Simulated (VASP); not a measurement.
Set up this calculation in VASP 6.6.1, as the native input.

| Property | Result |
| --- | --- |
| Task | single point |
| Functional | PBE |
| Potentials or basis | VASP PAW PBE potentials, release 64 (Ta_pv, N) |
| Cutoff | 520 eV |
| k mesh | 15 × 15 × 15 |
| Occupations | fermi-dirac, width 0.08 eV |
| Spin | no spin polarisation |
| Dipole correction | no |
| Further INCAR settings | ALGO = Normal; EDIFF = 1e-06; NBANDS = 15 |

The structure of TaN (rocksalt type) lies in POSCAR:

```
TaN
1.0
    0.0000000000      2.1163813385      2.1163813385
    2.1163813385      0.0000000000      2.1163813385
    2.1163813385      2.1163813385      0.0000000000
Ta N
1 1
Direct
    0.0000000000      0.0000000000      0.0000000000
    0.5000000000      0.5000000000      0.5000000000
```

This cell differs from its parent crystal: volume scaled by 0.88.

These files were run (other wordings do the same):

INCAR

```
PREC = Accurate
ENCUT = 520
EDIFF = 1E-6
ISMEAR = -1
SIGMA = 0.08
LREAL = F
LASPH = T
NELM = 60
ALGO = Normal
ISIF = 2
LWAVE = F
LCHARG = F
GGA = PE
NBANDS = 15
```

KPOINTS

```
Automatic mesh
0
Gamma
  15 15 15
```

Potentials or basis: VASP PAW PBE potentials, release 64 (Ta_pv, N).

Run with:

```sh
$ cat potpaw_PBE.64/Ta_pv/POTCAR potpaw_PBE.64/N/POTCAR > POTCAR
$ mpirun -np 1 vasp_std > vasp.out
```

Results of the run:

| Item | Value |
| --- | --- |
| Pressure | 57.4 GPa |
| Band gap on the k mesh | zero (band 8 reaches 13.05 eV, above the bottom of band 9 at 8.44 eV) |

Caveat: spin-orbit coupling is left out, which moves the levels of the heavy elements.

Run time: 72 s on 1 thread of AMD EPYC 7R13, on a shared host, peak memory 0.14 GiB.
